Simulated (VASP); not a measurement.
# BeS (rocksalt type) (Fm-3m) in VASP: single point with PBE

Aim: the single point of BeS (rocksalt type) with PBE.

Everything below comes from runs of VASP 6.6.1. Logs are shortened: lines on timing, memory, paths and dates and some standing lists are left out, and cuts for length are marked.

### 1 The cell of the first run

The structure is cubic, space group Fm-3m (No. 225). The conventional cell has a = 4.629 Å, b = 4.629 Å, c = 4.629 Å, α = 90.00°, β = 90.00°, γ = 90.00°. Within 3.1 Å of Be (site symmetry m-3m) lie 6 S at 2.31 Å. S (site symmetry m-3m) has 6 Be at 2.31 Å within 3.1 Å.

### 2 Single point, PBE

The input, INCAR:

```
SYSTEM = BeS
PREC = Accurate
ENCUT = 600
EDIFF = 1E-6
ISMEAR = -1
SIGMA = 0.08
LREAL = .FALSE.
LASPH = .TRUE.
NELM = 120
ALGO = Normal
ISIF = 2
LWAVE = .FALSE.
LCHARG = .TRUE.
GGA = PE
LELF = .TRUE.
LVHAR = .TRUE.
NBANDS = 11
GGA_COMPAT = .FALSE.
```

The input, KPOINTS:

```
Automatic mesh
0
G
  13 13 13
  0 0 0
```

The input, POSCAR:

```
BeS
1.0
    0.0000000000      2.3144614809      2.3144614809
    2.3144614809      0.0000000000      2.3144614809
    2.3144614809      2.3144614809      0.0000000000
Be S
1 1
Direct
    0.0000000000      0.0000000000      0.0000000000
    0.5000000000      0.5000000000      0.5000000000
```

Potentials or basis: VASP PAW PBE potentials, release 64 (Be, S).

Started as:

```
$ cat potpaw_PBE.64/Be/POTCAR potpaw_PBE.64/S/POTCAR > POTCAR
$ mpirun -np 1 vasp_std > vasp.out
```

OUTCAR:

```text
SYSTEM = BeS
   PREC = Accurate
   ENCUT = 600
   EDIFF = 1E-6
   ISMEAR = -1
   LREAL = .FALSE.
   LASPH = .TRUE.
   NELM = 120
   ISIF = 2
   GGA = PE

 ion  position               nearest neighbor table
   1  0.000  0.000  0.000-   2 2.31   2 2.31   2 2.31   2 2.31   2 2.31   2 2.31
   2  0.500  0.500  0.500-   1 2.31   1 2.31   1 2.31   1 2.31   1 2.31   1 2.31

  LATTYP: Found a face centered cubic cell.
 ALAT       =     4.6289229618

  Lattice vectors:

 A1 = (   0.0000000000,   2.3144614809,   2.3144614809)
 A2 = (   2.3144614809,   0.0000000000,   2.3144614809)
 A3 = (   2.3144614809,   2.3144614809,   0.0000000000)

Analysis of symmetry for initial positions (statically):
=====================================================================
 Subroutine PRICEL returns:
 Original cell was already a primitive cell.

 Routine SETGRP: Setting up the symmetry group for a
 face centered cubic supercell.

 Subroutine GETGRP returns: Found 48 space group operations
 (whereof 48 operations were pure point group operations)
 out of a pool of 48 trial point group operations.

The static configuration has the point symmetry O_h .

Analysis of symmetry for dynamics (positions and initial velocities):
=====================================================================
 Subroutine PRICEL returns:
 Original cell was already a primitive cell.

 Routine SETGRP: Setting up the symmetry group for a
 face centered cubic supercell.

 Subroutine GETGRP returns: Found 48 space group operations
 (whereof 48 operations were pure point group operations)
 out of a pool of 48 trial point group operations.

The dynamic configuration has the point symmetry O_h .

 Subroutine INISYM returns: Found 48 space group operations
 (whereof 48 operations are pure point group operations),
 and found     1 'primitive' translations

----------------------------------------------------------------------------------------

                                     Primitive cell

  volume of cell :      24.7959

  direct lattice vectors                    reciprocal lattice vectors
     0.000000000  2.314461481  2.314461481    -0.216032975  0.216032975  0.216032975
     2.314461481  0.000000000  2.314461481     0.216032975 -0.216032975  0.216032975
     2.314461481  2.314461481  0.000000000     0.216032975  0.216032975 -0.216032975

  length of vectors
     3.273142816  3.273142816  3.273142816     0.374180089  0.374180089  0.374180089

  position of ions in fractional coordinates (direct lattice)
     0.000000000  0.000000000  0.000000000
     0.500000000  0.500000000  0.500000000

  ion indices of the primitive-cell ions
   primitive index   ion index
                 1           1
                 2           2

----------------------------------------------------------------------------------------

 KPOINTS: Automatic mesh

Automatic generation of k-mesh.
 Grid dimensions read from file:
 generate k-points for:   13   13   13

 Generating k-lattice:

  Cartesian coordinates                     Fractional coordinates (reciprocal lattice)
    -0.016617921  0.016617921  0.016617921     0.076923077  0.000000000  0.000000000
     0.016617921 -0.016617921  0.016617921     0.000000000  0.076923077  0.000000000
     0.016617921  0.016617921 -0.016617921     0.000000000  0.000000000  0.076923077

  Length of vectors
     0.028783084  0.028783084  0.028783084

  Shift w.r.t. Gamma in fractional coordinates (k-lattice)
     0.000000000  0.000000000  0.000000000

 Subroutine IBZKPT returns following result:
 ===========================================

 Found     84 irreducible k-points:

 Following reciprocal coordinates:
            Coordinates               Weight
  0.000000  0.000000  0.000000      1.000000
  0.076923  0.000000  0.000000      8.000000
  0.153846  0.000000  0.000000      8.000000
  0.230769  0.000000  0.000000      8.000000
  0.307692  0.000000  0.000000      8.000000
  0.384615  0.000000  0.000000      8.000000
[... 16 lines left out ...]
  0.384615  0.153846  0.000000     24.000000
  0.461538  0.153846  0.000000     24.000000
 [... further k-points ...]
   k-points           NKPTS =     84   k-points in BZ     NKDIM =     84   number of bands    NBANDS=     11
   number of dos      NEDOS =    301   number of ions     NIONS =      2
   total plane-waves  NPLWV =  21952
   dimension x,y,z NGX =    28 NGY =   28 NGZ =   28
   dimension x,y,z NGXF=    56 NGYF=   56 NGZF=   56
   ions per type =               1   1
   NGX,Y,Z   is equivalent  to a cutoff of  14.22, 14.22, 14.22 a.u.
   NGXF,Y,Z  is equivalent  to a cutoff of  28.44, 28.44, 28.44 a.u.
 SYSTEM =  BeS
   PREC   = accura    normal or accurate (medium, high low for compatibility)
   ISTART =      0    job   : 0-new  1-cont  2-samecut
   ICHARG =      2    charge: 1-file 2-atom 10-const
   ISPIN  =      1    spin polarized calculation?
   LNONCOLLINEAR =      F non collinear calculations
   LSORBIT =      F    spin-orbit coupling
   LASPH  =      T    aspherical Exc in radial PAW
   ENCUT  =  600.0 eV  44.10 Ry    6.64 a.u.   6.54  6.54  6.54*2*pi/ulx,y,z
   NELM   =    120;   NELMIN=  2; NELMDL= -5     # of ELM steps
   EDIFF  = 0.1E-05   stopping-criterion for ELM
   LREAL  =      F    real-space projection
   EDIFFG = 0.1E-04   stopping-criterion for IOM
   NSW    =      0    number of steps for IOM
   IBRION =     -1    ionic relax: 0-MD 1-quasi-New 2-CG
   NFREE  =      0    steps in history (QN), initial steepest desc. (CG)
   ISIF   =      2    stress and relaxation
   ISYM   =      2    0-nonsym 1-usesym 2-fastsym
   POTIM  = 0.5000    time-step for ionic-motion
   TEBEG  =    0.0;   TEEND  =   0.0 temperature during run
   PSTRESS=    0.0 pullay stress
   NELECT =       8.0000    total number of electrons
   NUPDOWN=      -1.0000    fix difference up-down
   EMIN   =  10.00;   EMAX   =-10.00  energy-range for DOS
   EFERMI =   0.00;   METHOD = LEGACY
   ISMEAR =    -1;   SIGMA  =   0.08  broadening in eV -4-tet -1-fermi 0-gaus
   EFERMI_NEDOS =   21; number of points for ismear=-14 and -15
   IALGO  =     38    algorithm
   IMIX   =      4    mixing-type and parameters
     AMIX     =   0.40;   BMIX     =  1.00
     AMIX_MAG =   1.60;   BMIX_MAG =  1.00
  volume/ion in A,a.u.               =      12.40        83.67
  Fermi-wavevector in a.u.,A,eV,Ry     =   1.122824  2.121829 17.153312  1.260733
  Thomas-Fermi vector in A             =   2.259486
   LORBIT       =      0    0 simple, 1 ext, 2 COOP (PROOUT), +10 PAW based schemes
   GGA     = PE    functional components
   LHFCALC =     F    Hartree Fock is set to
   AEXX    =    0.0000 exact exchange contribution
   IVDW    =     0    specifies the selected vdW correction
   LEPSILON=     F    determine dielectric tensor
   LRPA    =     F    only Hartree local field effects (RPA)
 non-spin polarized calculation
  energy-cutoff  :      600.00
  volume of cell :       24.80
 maximum number of plane-waves:       869
 NGX is ok and might be reduce to    28
   NGX = 13   NGY = 13   NGZ = 13

 number of electron       7.9999999 magnetization

 Free energy of the ion-electron system (eV)
  ---------------------------------------------------
  ext. energy  EPLUGINS =         0.00000000
  ---------------------------------------------------
  free energy    TOTEN  =        -8.89524674 eV

  energy without entropy =       -8.89521575  energy(sigma->0) =       -8.89523125

 E-fermi :   7.2125     XC(G=0): -10.6234

 val. band max:        6.6469085575   @ k =  -0.1538   0.1538   0.0000
 cond. band min:       7.6636373403   @ k =   0.4615   0.4615   0.0000
 fundamental gap:      1.0167287828
 Fermi energy:         7.2124546643

 k-point     1 :       0.0000    0.0000    0.0000
  band No.  band energies     occupation
      1      -8.4811      2.00000
      2       6.3375      1.99996
      3       6.3375      1.99996
      4       6.3375      1.99996
      5      11.9650      0.00000
      6      15.4667      0.00000
      7      15.4667      0.00000
      8      15.4667      0.00000
      9      16.2427      0.00000
     10      16.2427      0.00000
     11      16.2427      0.00000

 k-point     2 :       0.0769    0.0000    0.0000
  band No.  band energies     occupation
      1      -8.3932      2.00000
      2       5.7612      2.00000
      3       6.3113      1.99997
      4       6.3113      1.99997
      5      12.2515      0.00000
      6      15.1113      0.00000
      7      15.1708      0.00000
      8      15.1708      0.00000
      9      15.8965      0.00000
     10      15.8965      0.00000
     11      16.5741      0.00000

 k-point     3 :       0.1538    0.0000    0.0000
  band No.  band energies     occupation
      1      -8.1344      2.00000
      2       4.4470      2.00000
      3       6.2479      1.99999
      4       6.2479      1.99999
      5      12.3766      0.00000
      6      13.8911      0.00000
      7      13.8911      0.00000
      8      15.2425      0.00000
      9      16.4972      0.00000
     10      16.4972      0.00000
     11      16.9369      0.00000

 k-point     4 :       0.2308    0.0000    0.0000
  band No.  band energies     occupation
      1      -7.7226      2.00000
      2       2.9167      2.00000
      3       6.1804      2.00000
      4       6.1804      2.00000
      5      11.9277      0.00000
      6      12.6755      0.00000
      7      12.6755      0.00000
      8      16.0879      0.00000
      9      17.4055      0.00000
     10      17.5506      0.00000
     11      17.5506      0.00000

 k-point     5 :       0.3077    0.0000    0.0000
  band No.  band energies     occupation
      1      -7.1991      2.00000
      2       1.4471      2.00000
      3       6.1366      2.00000
      4       6.1366      2.00000
      5      11.3999      0.00000
      6      11.6886      0.00000
      7      11.6886      0.00000
      8      16.6200      0.00000
      9      18.5150      0.00000
     10      18.9259      0.00000
     11      18.9259      0.00000
[... 211 lines left out ...]
 k-point    21 :       0.2308    0.1538    0.0000
  band No.  band energies     occupation
      1      -7.7066      2.00000
      2       3.9009      2.00000
      3       5.1961      2.00000
      4       5.4601      2.00000
      5      11.0336      0.00000
      6      13.4258      0.00000
      7      14.1811      0.00000
      8      15.3753      0.00000
      9      16.2942      0.00000
     10      19.0573      0.00000
     11      19.3170      0.00000

 k-point    22 :       0.3077    0.1538    0.0000
  band No.  band energies     occupation
      1      -7.2591      2.00000
      2       2.5041      2.00000
      3       5.0213      2.00000
      4       5.2925      2.00000
      5      10.3738      0.00000
      6      13.1846      0.00000
      7      14.3891      0.00000
      8      14.7240      0.00000
      9      17.0404      0.00000
     10      20.2140      0.00000
     11      20.3799      0.00000

 k-point    23 :       0.3846    0.1538    0.0000
  band No.  band energies     occupation
      1      -6.7279      2.00000
      2       1.1946      2.00000
      3       4.9385      2.00000
      4       4.9901      2.00000
      5      10.0121      0.00000
      6      12.9834      0.00000
      7      13.3889      0.00000
      8      15.7387      0.00000
      9      17.5242      0.00000
     10      21.6101      0.00000
     11      21.7610      0.00000

 k-point    24 :       0.4615    0.1538    0.0000
  band No.  band energies     occupation
      1      -6.2295      2.00000
      2       0.1816      2.00000
      3       4.5297      2.00000
      4       5.1093      2.00000
      5       9.9064      0.00000
      6      12.5312      0.00000
      7      12.8796      0.00000
      8      17.1710      0.00000
      9      17.7596      0.00000
     10      22.5879      0.00000
     11      23.1710      0.00000

 [... further k-points ...]

------------------------ aborting loop because EDIFF is reached ----------------------------------------

  FORCE on cell =-STRESS in cart. coord.  units (eV):
  Direction    XX          YY          ZZ          XY          YZ          ZX
  --------------------------------------------------------------------------------------
  -------------------------------------------------------------------------------------
  Total       -0.0049221     -0.0049221     -0.0049221      0.0000000      0.0000000      0.0000000
  in kB       -0.3180409     -0.3180409     -0.3180409      0.0000000      0.0000000      0.0000000
  external PRESSURE =      -0.3180409 kB  Pullay stress =       0.0000000 kB

 VOLUME and BASIS-vectors are now :
 -----------------------------------------------------------------------------
  energy-cutoff  :      600.00
  volume of cell :       24.80
      direct lattice vectors                 reciprocal lattice vectors
     0.000000000  2.314461481  2.314461481    -0.216032975  0.216032975  0.216032975
     2.314461481  0.000000000  2.314461481     0.216032975 -0.216032975  0.216032975
     2.314461481  2.314461481  0.000000000     0.216032975  0.216032975 -0.216032975

 POSITION                                       TOTAL-FORCE (eV/Angst)
 -----------------------------------------------------------------------------------
      0.00000      0.00000      0.00000         0.000000      0.000000      0.000000
      2.31446      2.31446      2.31446        -0.000000     -0.000000     -0.000000
 -----------------------------------------------------------------------------------
    total drift:                                0.000000      0.000000      0.000000

  FREE ENERGIE OF THE ION-ELECTRON SYSTEM (eV)
  ---------------------------------------------------
  free  energy   TOTEN  =        -8.8952467417 eV

  energy  without entropy=       -8.8952157499  energy(sigma->0) =       -8.89523125
```

It took 54 s on 1 thread of Intel Xeon 8259CL, shared host; peak memory 0.13 GiB.

Results:

- Free energy: -8.8952 eV
- Pressure: 0.0 GPa
- Band gap on the k mesh: 1.02 eV (least direct gap 4.18 eV)

Caveat: an odd mesh through Γ misses points on the zone boundary, where band edges can lie.
